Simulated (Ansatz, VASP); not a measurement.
This is a calculation of Ge for Ansatz 0.2.0.

Contents of input.yaml:

```yaml
crystal:
  lattice:
    - [0.0, 2.82891, 2.82891]
    - [2.82891, 0.0, 2.82891]
    - [2.82891, 2.82891, 0.0]
  atoms:
    - { symbol: Ge, position: [0.75, 0.75, 0.75] }
    - { symbol: Ge, position: [0.5, 0.5, 0.5] }
kpoints:
  mp_grid: { grid: [4, 4, 4] }
scf:
  occupations: { method: fermi_dirac, width: 0.03 }
hamiltonian:
  xc: pbe
  pseudopotentials: { kind: all_electron, lapw: { basis_error: 0.004 } }
output:
  forces: true
  stress: true
  eigenvalues: true
```

Potentials or basis: all-electron LAPW, scalar-relativistic.

Run with:

```console
$ ansatz run input.yaml --threads 1 --pin off --max-ram 3072MiB --backend cpu --events-out ev --progress --plain --runs-dir out
```

Problem. Set up the same calculation for VASP 6.6.1. Potentials there: VASP PAW PBE potentials, release 64 (Ge_d).

Solution. As run (the cutoff follows the program's own potentials):

INCAR

```
PREC = Accurate ; ENCUT = 520
EDIFF = 1E-6 ; ISMEAR = -1
SIGMA = 0.03 ; LREAL = F
LASPH = T ; NELM = 80
ALGO = Normal ; ISIF = 2
LWAVE = F ; LCHARG = T
GGA = PE ; LELF = T
LVHAR = T ; NBANDS = 21
```

KPOINTS

```
regular mesh
0
Gamma
  4 4 4
```

POSCAR

```
Ge
1.0
    0.0000000000      2.8289100000      2.8289100000
    2.8289100000      0.0000000000      2.8289100000
    2.8289100000      2.8289100000      0.0000000000
Ge
2
Direct
    0.7500000000      0.7500000000      0.7500000000
    0.5000000000      0.5000000000      0.5000000000
```

Potentials or basis: VASP PAW PBE potentials, release 64 (Ge_d).

Command:

```bash
$ cat potpaw_PBE.64/Ge_d/POTCAR > POTCAR
$ mpirun -np 1 vasp_std > vasp.out
```

Both were run:

|  | VASP | Ansatz | Ansatz less VASP |
| --- | --- | --- | --- |
| gap on the k mesh at the Fermi level (eV) | none | none | - |
| pressure (GPa) | 4.1 | 4.2 | +0.07 |

A gap of «none» marks a metal or a gap that the smearing closes. Ansatz ran all-electron here, and VASP with PAW potentials.

The k mesh is coarse, so the values compare programs but aren't converged. Noted on Ansatz's run: the k mesh is thin for a metal, which can move the energy by tens of meV per atom.
